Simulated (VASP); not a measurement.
The system is PtSe2.

```xyz
3
Lattice="3.7122 0.0000 0.0000 -1.8561 3.2148 0.0000 0.0000 0.0000 6.2538" Properties=species:S:1:pos:R:3 pbc="T T T"
Pt    0.0000    0.0000    0.0000
Se    0.0000    2.1432    1.2931
Se    1.8561    1.0716    4.9607
```

This cell differs from its parent crystal: volume scaled by 0.94.

- Program: VASP 6.6.1
- Task: relaxation of shape and atoms at fixed volume
- Functional: PBE
- Potentials or basis: VASP PAW PBE potentials, release 64 (Pt, Se)
- Cutoff: 600 eV
- k mesh: 12 × 12 × 4
- Occupations: gaussian, width 0.02 eV
- Spin: no spin polarisation

At the start: pressure 3.2 GPa; volume 24.88 Å³/atom.

Q: Where does the relaxation end?

A: Over 6 steps the energy falls by 7.3 meV/atom; space group P-3m1 (No. 164, to 0.05 Å).

The path:
| step | energy change (eV) | largest force (eV/Å) | pressure (GPa) | volume (Å³) |
| --- | --- | --- | --- | --- |
| 1 | 0.0000 | 0.4118 | 3.21 | 74.63 |
| 2 | -0.0146 | 0.1908 | 1.85 | 74.63 |
| 3 | -0.0201 | 0.0815 | 0.18 | 74.63 |
| 4 | -0.0202 | 0.0498 | 0.38 | 74.63 |
| 5 | -0.0216 | 0.0220 | 0.26 | 74.63 |
| 6 | -0.0219 | 0.0022 | 0.17 | 74.63 |

Final structure:
```
Pt Se
1.0
     3.75120    0.00000    0.00000
    -1.87560    3.24864    0.00000
     0.00000    0.00000    6.12436
Pt Se
1 2
Cartesian
  -1.8756 3.2486 0.0000
  0.0000 2.1658 1.3065
  1.8756 1.0829 4.8179
```

Caveat: the cell differs from its parent crystal (volume scaled by 0.94); this functional lacks dispersion, which binds the layers, so the pressure and a relaxed spacing across them are unreliable.
